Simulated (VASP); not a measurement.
# BiTe (P-3m1) in VASP: a series of runs, part 2 of 2

VASP 6.6.1.

## Step 3: Single point, PBE (z stretched by -3 %, then relaxed in part)

The input, INCAR:

```
PREC = Accurate
ENCUT = 520
EDIFF = 1E-6
ISMEAR = -1
SIGMA = 0.05
LREAL = F
LASPH = T
NELM = 80
ALGO = Normal
ISIF = 2
LWAVE = F
LCHARG = F
GGA = PE
NBANDS = 75
KPAR = 4
```

The input, KPOINTS:

```
regular mesh
0
Gamma
  11 11 2
```

The input, POSCAR:

```
BiTe
1.0
    4.4219981227      0.0000000000      0.0000000000
   -2.2109990613      3.8295627097      0.0000000000
    0.0000000000      0.0000000000     23.3285000000
Bi Te
6 6
Direct
    0.0000000000      0.0000000000      0.1237252474
    0.0000000000      0.0000000000      0.8762747526
    0.3333333333      0.6666666667      0.2922914250
    0.6666666667      0.3333333333      0.7077085750
    0.6666666667      0.3333333333      0.4642208906
    0.3333333333      0.6666666667      0.5357791094
    0.3333333333      0.6666666667      0.0512432022
    0.6666666667      0.3333333333      0.9487567978
    0.6666666667      0.3333333333      0.2085417580
    0.3333333333      0.6666666667      0.7914582420
    0.0000000000      0.0000000000      0.3656716853
    0.0000000000      0.0000000000      0.6343283147
```

Potentials or basis: VASP PAW PBE potentials, release 64 (Bi_d, Te).

On the command line:

```console
cat potpaw_PBE.64/Bi_d/POTCAR potpaw_PBE.64/Te/POTCAR > POTCAR
mpirun -np 4 vasp_std > vasp.out
```

OUTCAR:

```text
PREC = Accurate
   ENCUT = 520
   EDIFF = 1E-6
   ISMEAR = -1
   LREAL = F
   LASPH = T
   NELM = 80
   ISIF = 2
   GGA = PE

 ion  position               nearest neighbor table
   1  0.000  0.000  0.124-   7 3.06   7 3.06   7 3.06   9 3.23   9 3.23   9 3.23
   2  0.000  0.000  0.876-   8 3.06   8 3.06   8 3.06  10 3.23  10 3.23  10 3.23
   3  0.333  0.667  0.292-  11 3.07  11 3.07  11 3.07   9 3.21   9 3.21   9 3.21
   4  0.667  0.333  0.708-  12 3.07  12 3.07  12 3.07  10 3.21  10 3.21  10 3.21
   5  0.667  0.333  0.464-   6 3.05   6 3.05   6 3.05  11 3.44  11 3.44  11 3.44
   6  0.333  0.667  0.536-   5 3.05   5 3.05   5 3.05  12 3.44  12 3.44  12 3.44
   7  0.333  0.667  0.051-   1 3.06   1 3.06   1 3.06   8 3.50   8 3.50   8 3.50
   8  0.667  0.333  0.949-   2 3.06   2 3.06   2 3.06   7 3.50   7 3.50   7 3.50
   9  0.667  0.333  0.209-   3 3.21   3 3.21   3 3.21   1 3.23   1 3.23   1 3.23
  10  0.333  0.667  0.791-   4 3.21   4 3.21   4 3.21   2 3.23   2 3.23   2 3.23
  11  0.000  0.000  0.366-   3 3.07   3 3.07   3 3.07   5 3.44   5 3.44   5 3.44
  12  0.000  0.000  0.634-   4 3.07   4 3.07   4 3.07   6 3.44   6 3.44   6 3.44

  LATTYP: Found a hexagonal cell.
 ALAT       =     4.4219981227
 C/A-ratio  =     5.2755562876

  Lattice vectors:

 A1 = (   4.4219981227,   0.0000000000,   0.0000000000)
 A2 = (  -2.2109990613,   3.8295627097,   0.0000000000)
 A3 = (   0.0000000000,   0.0000000000,  23.3285000000)

Analysis of symmetry for initial positions (statically):
=====================================================================
 Subroutine PRICEL returns:
 Original cell was already a primitive cell.

 Routine SETGRP: Setting up the symmetry group for a
 hexagonal supercell.

 Subroutine GETGRP returns: Found 12 space group operations
 (whereof 12 operations were pure point group operations)
 out of a pool of 24 trial point group operations.

The static configuration has the point symmetry D_3d.

Analysis of symmetry for dynamics (positions and initial velocities):
=====================================================================
[... 163 lines left out ...]
  volume of cell :      395.05
 maximum number of plane-waves:     10676
 NGX is ok and might be reduce to    36
   NGX = 17   NGY = 17   NGZ = 87

 number of electron     126.0000013 magnetization

 Free energy of the ion-electron system (eV)
  ---------------------------------------------------
  ext. energy  EPLUGINS =         0.00000000
  ---------------------------------------------------
  free energy    TOTEN  =       -44.21234873 eV

  energy without entropy =      -44.20928317  energy(sigma->0) =      -44.21081595

 E-fermi :   6.8553     XC(G=0):  -9.5311

 val. band max:        6.7060288130   @ k =   0.1818   0.0000   0.0000
 cond. band min:       6.8904430930   @ k =   0.0000   0.0000   0.5000
 fundamental gap:      0.1844142799
 Fermi energy:         6.8552947283

 k-point     1 :       0.0000    0.0000    0.0000
  band No.  band energies     occupation
      1     -16.6052      2.00000
      2     -16.6052      2.00000
      3     -16.6052      2.00000
      4     -16.6052      2.00000
      5     -16.5960      2.00000
      6     -16.5958      2.00000
[... 1861 lines left out ...]
     74       9.6399      0.00000
     75       9.7467      0.00000

 [... further k-points ...]

------------------------ aborting loop because EDIFF is reached ----------------------------------------

  FORCE on cell =-STRESS in cart. coord.  units (eV):
  Direction    XX          YY          ZZ          XY          YZ          ZX
  --------------------------------------------------------------------------------------
  -------------------------------------------------------------------------------------
  Total        7.7677388      7.7677388      9.4723998      0.0000000      0.0000000     -0.0000000
  in kB       31.5029078     31.5029078     38.4163456      0.0000000      0.0000000     -0.0000000
  external PRESSURE =      33.8073870 kB  Pullay stress =       0.0000000 kB

 VOLUME and BASIS-vectors are now :
 -----------------------------------------------------------------------------
  energy-cutoff  :      520.00
  volume of cell :      395.05
      direct lattice vectors                 reciprocal lattice vectors
     4.421998123  0.000000000  0.000000000     0.226142113  0.130563210  0.000000000
    -2.210999061  3.829562710  0.000000000     0.000000000  0.261126420  0.000000000
     0.000000000  0.000000000 23.328500000     0.000000000  0.000000000  0.042866022

 POSITION                                       TOTAL-FORCE (eV/Angst)
 -----------------------------------------------------------------------------------
      0.00000      0.00000      2.88632        -0.000000      0.000000      0.025641
      0.00000      0.00000     20.44218         0.000000     -0.000000     -0.025641
     -0.00000      2.55304      6.81872         0.000000     -0.000000     -0.019107
      2.21100      1.27652     16.50978        -0.000000      0.000000      0.019107
      2.21100      1.27652     10.82958         0.000000     -0.000000     -0.016907
     -0.00000      2.55304     12.49892        -0.000000     -0.000000      0.016907
     -0.00000      2.55304      1.19543         0.000000      0.000000     -0.017938
      2.21100      1.27652     22.13307        -0.000000     -0.000000      0.017938
      2.21100      1.27652      4.86497         0.000000     -0.000000     -0.000497
     -0.00000      2.55304     18.46353        -0.000000     -0.000000      0.000497
      0.00000      0.00000      8.53057         0.000000     -0.000000      0.002762
      0.00000      0.00000     14.79793        -0.000000      0.000000     -0.002762
 -----------------------------------------------------------------------------------
    total drift:                               -0.000000      0.000000      0.000000

  FREE ENERGIE OF THE ION-ELECTRON SYSTEM (eV)
  ---------------------------------------------------
  free  energy   TOTEN  =       -44.2123487263 eV

  energy  without entropy=      -44.2092831671  energy(sigma->0) =      -44.21081595
```

OSZICAR:

```text
N       E                     dE             d eps       ncg     rms          rms(c)
DAV:   1     0.141235517981E+04    0.14124E+04   -0.57867E+04  4920   0.173E+03
DAV:   2     0.159016351891E+03   -0.12533E+04   -0.12227E+04  4936   0.464E+02
DAV:   3    -0.310215021321E+02   -0.19004E+03   -0.18208E+03  5686   0.196E+02
DAV:   4    -0.440150263355E+02   -0.12994E+02   -0.12702E+02  5517   0.497E+01
[... 11 lines left out ...]
DAV:  16    -0.442123628006E+02    0.17752E-04   -0.20715E-05  5696   0.204E-02    0.881E-02
DAV:  17    -0.442123599349E+02    0.28657E-05   -0.27965E-06  4176   0.733E-03    0.769E-02
DAV:  18    -0.442123543666E+02    0.55683E-05   -0.33287E-06  4472   0.801E-03    0.570E-02
DAV:  19    -0.442123489397E+02    0.54269E-05   -0.14757E-05  5688   0.194E-02    0.151E-02
DAV:  20    -0.442123487263E+02    0.21332E-06   -0.44996E-06  4328   0.809E-03
   1 F= -.44212349E+02 E0= -.44210816E+02  d E =-.306556E-02
```

Wall time 6.9 min (4 MPI ranks of Intel Xeon Platinum 8488C (Sapphire Rapids), shared host); peak memory 0.96 GiB.

Results:

```yaml
Free_energy: -44.2123 eV
Pressure: 3.4 GPa
Largest_force: 0.026 eV/Å
Band_gap_on_the_k_mesh: 0.18 eV (least direct gap 0.25 eV)
```

Forces in eV/Å, atoms in the order of the input:
```
Bi   0.000  0.000  0.026
Bi   0.000  0.000 -0.026
Bi   0.000  0.000 -0.019
Bi   0.000  0.000  0.019
Bi   0.000  0.000 -0.017
Bi   0.000  0.000  0.017
Te   0.000  0.000 -0.018
Te   0.000  0.000  0.018
Te   0.000  0.000  0.000
Te   0.000  0.000  0.000
Te   0.000  0.000  0.003
Te   0.000  0.000 -0.003
```

Caveat: the cell differs from its parent crystal (z stretched by -3 %, then relaxed in part); the cell stands under pressure; spin-orbit coupling is left out, which moves the levels of the heavy elements.

The gap in the log of VASP goes by the Fermi energy; the results here count the filled bands.